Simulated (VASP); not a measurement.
# Cr (P6_3/mmc) in VASP: further runs, part 2 of 2

VASP 6.6.1. Earlier steps stand in the parts before.

### Step 5. Single point, LDA, collinear spin, ferromagnetic start

This run uses another cell than the first one, of 14.07 Å³/atom, 1.042 times its volume.

File INCAR:

```
SYSTEM = Cr
PREC = Accurate ; ENCUT = 520
EDIFF = 1E-6 ; ISMEAR = -1
SIGMA = 0.05 ; LREAL = .FALSE.
LASPH = .TRUE. ; NELM = 150
ALGO = Normal ; ISIF = 2
LWAVE = .FALSE. ; LCHARG = .FALSE.
ISPIN = 2 ; MAGMOM = 3 3
LORBIT = 11 ; LMAXMIX = 4
NBANDS = 23
```

File KPOINTS:

```
Automatic mesh
0
G
  11 11 6
  0 0 0
```

File POSCAR:

```
Cr
1.0
    2.7140000000      0.0000000000      0.0000000000
   -1.3570000000      2.3503929459      0.0000000000
    0.0000000000      0.0000000000      4.4100000000
Cr
2
Direct
    0.6666666667      0.3333333333      0.7500000000
    0.3333333333      0.6666666667      0.2500000000
```

Potentials or basis: VASP PAW LDA potentials, release 64 (Cr_pv).

On the command line:

```console
$ cat potpaw_LDA.64/Cr_pv/POTCAR > POTCAR
$ mpirun -np 1 vasp_std > vasp.out
```

OUTCAR:

```text
SYSTEM = Cr
   PREC = Accurate
   ENCUT = 520
   EDIFF = 1E-6
   ISMEAR = -1
   LREAL = .FALSE.
   LASPH = .TRUE.
   NELM = 150
   ISIF = 2
   ISPIN = 2
   LORBIT = 11

 ion  position               nearest neighbor table
   1  0.667  0.333  0.750-   2 2.71   2 2.71   2 2.71   2 2.71   2 2.71   2 2.71
   2  0.333  0.667  0.250-   1 2.71   1 2.71   1 2.71   1 2.71   1 2.71   1 2.71

  LATTYP: Found a hexagonal cell.
 ALAT       =     2.7140000000
 C/A-ratio  =     1.6249078850

  Lattice vectors:

 A1 = (   2.7140000000,   0.0000000000,   0.0000000000)
 A2 = (  -1.3570000000,   2.3503929459,   0.0000000000)
 A3 = (   0.0000000000,   0.0000000000,   4.4100000000)

Analysis of symmetry for initial positions (statically):
=====================================================================
 Subroutine PRICEL returns:
 Original cell was already a primitive cell.

 Routine SETGRP: Setting up the symmetry group for a
 hexagonal supercell.

 Subroutine GETGRP returns: Found 24 space group operations
 (whereof 12 operations were pure point group operations)
 out of a pool of 24 trial point group operations.

The static configuration has the point symmetry D_3d.
 The point group associated with its full space group is D_6h.

Analysis of symmetry for dynamics (positions and initial velocities):
=====================================================================
 Subroutine PRICEL returns:
 Original cell was already a primitive cell.

 Routine SETGRP: Setting up the symmetry group for a
 hexagonal supercell.

 Subroutine GETGRP returns: Found 24 space group operations
 (whereof 12 operations were pure point group operations)
 out of a pool of 24 trial point group operations.

The dynamic configuration has the point symmetry D_3d.
 The point group associated with its full space group is D_6h.

Analysis of structural, dynamic, and magnetic symmetry:
=====================================================================
 Subroutine PRICEL returns:
 Original cell was already a primitive cell.

 Routine SETGRP: Setting up the symmetry group for a
 hexagonal supercell.

[... 143 lines left out ...]

 Free energy of the ion-electron system (eV)
  ---------------------------------------------------
  ext. energy  EPLUGINS =         0.00000000
  ---------------------------------------------------
  free energy    TOTEN  =       -19.46619148 eV

  energy without entropy =      -19.42160399  energy(sigma->0) =      -19.44389773

 E-fermi :   8.0399     XC(G=0): -12.8669

 val. band max:        8.0395428077   @ k =   0.2727   0.1818   0.0000
 cond. band min:       8.0413519272   @ k =   0.0909  -0.0000   0.0000
 fundamental gap:      0.0018091196
 Fermi energy:         8.0399474469

 spin component 1

 k-point     1 :       0.0000    0.0000    0.0000
  band No.  band energies     occupation
      1     -34.7522      1.00000
      2     -34.3551      1.00000
      3     -34.3551      1.00000
      4     -34.2865      1.00000
      5     -34.2865      1.00000
      6     -34.2489      1.00000
[... 613 lines left out ...]
     22      21.2279      0.00000
     23      23.0983      0.00000

 [... further k-points ...]

 spin component 2

 k-point     1 :       0.0000    0.0000    0.0000
  band No.  band energies     occupation
      1     -34.5581      1.00000
      2     -34.1521      1.00000
      3     -34.1521      1.00000
      4     -34.0832      1.00000
      5     -34.0832      1.00000
      6     -34.0518      1.00000
[... 613 lines left out ...]
     22      21.3407      0.00000
     23      23.2065      0.00000

 [... further k-points ...]
[... 5 lines left out ...]
  --------------------------------------------------------------------------------------
  -------------------------------------------------------------------------------------
  Total       -7.3152595     -7.3152595     -5.8738844     -0.0000000     -0.0000000      0.0000000
  in kB     -416.6308385   -416.6308386   -334.5392401     -0.0000000     -0.0000000      0.0000000
  external PRESSURE =    -389.2669724 kB  Pullay stress =       0.0000000 kB

 VOLUME and BASIS-vectors are now :
 -----------------------------------------------------------------------------
  energy-cutoff  :      520.00
  volume of cell :       28.13
      direct lattice vectors                 reciprocal lattice vectors
     2.714000000  0.000000000  0.000000000     0.368459838  0.212730387  0.000000000
    -1.357000000  2.350392946  0.000000000     0.000000000  0.425460773  0.000000000
     0.000000000  0.000000000  4.410000000     0.000000000  0.000000000  0.226757370

 POSITION                                       TOTAL-FORCE (eV/Angst)
 -----------------------------------------------------------------------------------
      1.35700      0.78346      3.30750        -0.000000      0.000000      0.000000
     -0.00000      1.56693      1.10250         0.000000     -0.000000      0.000000
 -----------------------------------------------------------------------------------
    total drift:                               -0.000000      0.000000     -0.000000

  FREE ENERGIE OF THE ION-ELECTRON SYSTEM (eV)
  ---------------------------------------------------
  free  energy   TOTEN  =       -19.4661914783 eV

  energy  without entropy=      -19.4216039884  energy(sigma->0) =      -19.44389773

 total charge

# of ion       s       p       d       tot
------------------------------------------
    1        0.377   6.272   4.080  10.729
    2        0.377   6.272   4.080  10.729
--------------------------------------------------
tot          0.754  12.544   8.161  21.458

 magnetization (x)

# of ion       s       p       d       tot
------------------------------------------
    1        0.001   0.006   0.211   0.218
    2        0.001   0.006   0.211   0.218
--------------------------------------------------
tot          0.002   0.012   0.422   0.436
```

stdout:

```text
POSCAR found type information on POSCAR Cr
 POSCAR found :  1 types and       2 ions
 scaLAPACK will be used
 LDA part: xc-table for (Slater(with rela. corr.)+CA(PZ))
 , standard interpolation
 POSCAR, INCAR and KPOINTS ok, starting setup
 FFT: planning ... GRIDC
 FFT: planning ... GRID_SOFT
 FFT: planning ... GRID
 WAVECAR not read
 entering main loop
```

Run time: 34 s. Hardware: 1 thread of Intel Xeon 6975P-C (Granite Rapids), shared host; peak memory 0.17 GiB.

Results:

- Free energy: -19.4662 eV
- Pressure: -38.9 GPa
- Net moment: 0.47 μB per cell
- Site moments: Cr +0.22 μB
- Valence electrons inside the program's atomic spheres: Cr 10.73

Stress tensor (GPa, compression positive):
```
-41.66   0.00   0.00
  0.00 -41.66   0.00
  0.00   0.00 -33.45
```

### Step 6. Single point, PBEsol, collinear spin, ferromagnetic start

This run uses another cell than the first one, of 14.07 Å³/atom, 1.042 times its volume.

File INCAR:

```
SYSTEM = Cr
PREC     = Accurate       ! precision mode
ENCUT    = 520            ! plane-wave cutoff, eV
EDIFF    = 1E-6           ! SCF threshold, eV
ISMEAR   = -1             ! smearing method
SIGMA    = 0.05           ! smearing width, eV
LREAL    = .FALSE.        ! projectors in reciprocal space
LASPH    = .TRUE.         ! aspherical terms in the spheres
NELM     = 150            ! most SCF steps
ALGO     = Fast           ! electronic algorithm
ISIF     = 2              ! what is computed and relaxed
LWAVE    = .FALSE.        ! write WAVECAR
LCHARG   = .FALSE.        ! write CHGCAR
ISPIN    = 2              ! spin polarisation
MAGMOM   = 3 3            ! initial moments
LORBIT   = 11             ! projections on sites
LMAXMIX  = 4              ! l up to which the mixer works
GGA      = PS             ! functional
NBANDS   = 23             ! bands
```

KPOINTS is that of step 5.

POSCAR is that of step 5.

Potentials or basis: VASP PAW PBE potentials, release 64 (Cr_pv).

On the command line:

```console
$ cat potpaw_PBE.64/Cr_pv/POTCAR > POTCAR
$ mpirun -np 1 vasp_std > vasp.out
```

Run time: 32 s. Hardware: 1 thread of Intel Xeon 6975P-C (Granite Rapids), shared host; peak memory 0.18 GiB.

The run converged. Its results:

```
Free energy                                           : -18.9138 eV
Pressure                                              : -32.1 GPa
Net moment                                            : 1.69 μB per cell
Site moments                                          : Cr +0.78 μB
Valence electrons inside the program's atomic spheres : Cr 10.71
```

Stress tensor (GPa, compression positive):
```
-33.60   0.00   0.00
  0.00 -33.60   0.00
  0.00   0.00 -29.23
```

Levels at points of the mesh, in eV from the Fermi level:
Spin up:
| k point | band 10 | band 11 | band 12 | band 13 | band 14 | band 15 | band 16 | band 17 |
| --- | --- | --- | --- | --- | --- | --- | --- | --- |
| (0.00, 0.00, 0.00) | -0.65 | -0.61 | -0.28 | -0.28 | 0.17 | 0.17 | 0.40 | 1.41 |
| (0.00, 0.00, 0.50) | -1.11 | -0.71 | -0.71 | -0.71 | -0.71 | 1.06 | 1.06 | 1.06 |
Spin down:
| k point | band 7 | band 8 | band 9 | band 10 | band 11 | band 12 | band 13 | band 14 | band 15 | band 16 |
| --- | --- | --- | --- | --- | --- | --- | --- | --- | --- | --- |
| (0.00, 0.00, 0.00) | -6.83 | -3.10 | -0.01 | 0.06 | 0.06 | 0.44 | 0.44 | 0.68 | 0.93 | 0.93 |
| (0.00, 0.00, 0.50) | -4.86 | -4.86 | -0.57 | -0.57 | 0.00 | 0.00 | 0.00 | 0.00 | 1.85 | 1.85 |

Caveat: the PAW data sets were made with another functional, which shifts forces and pressure a little.

### Step 7. The runs side by side

```csv
level,potentials or basis,cell,gap on the mesh (eV),pressure (GPa),moment (μB)
PBEsol,"VASP PAW PBE potentials, release 64 (Cr_pv)","a = 2.677, b = 2.677, c = 4.350 Å, angles 90.0, 90.0, 120.0°, 2 atoms",none,-28.7,1.31
PBEsol,"VASP PAW PBE potentials, release 64 (Cr_pv)","a = 2.696, b = 2.696, c = 4.380 Å, angles 90.0, 90.0, 120.0°, 2 atoms",none,-30.5,1.53
LDA,"VASP PAW LDA potentials, release 64 (Cr_pv)","a = 2.714, b = 2.714, c = 4.410 Å, angles 90.0, 90.0, 120.0°, 2 atoms",none,-38.9,0.47
PBEsol,"VASP PAW PBE potentials, release 64 (Cr_pv)","a = 2.714, b = 2.714, c = 4.410 Å, angles 90.0, 90.0, 120.0°, 2 atoms",none,-32.1,1.69
```

Alike in all rows: task single point; spin collinear, ferromagnetic start; k mesh 11 × 11 × 6; cutoff (eV) 520; smearing fermi-dirac 0.05 eV.

Caveats: the PAW data sets were made with another functional, which shifts forces and pressure a little (some runs).

Total energies depend on the potentials used, so only differences within one code and one set of settings carry meaning.
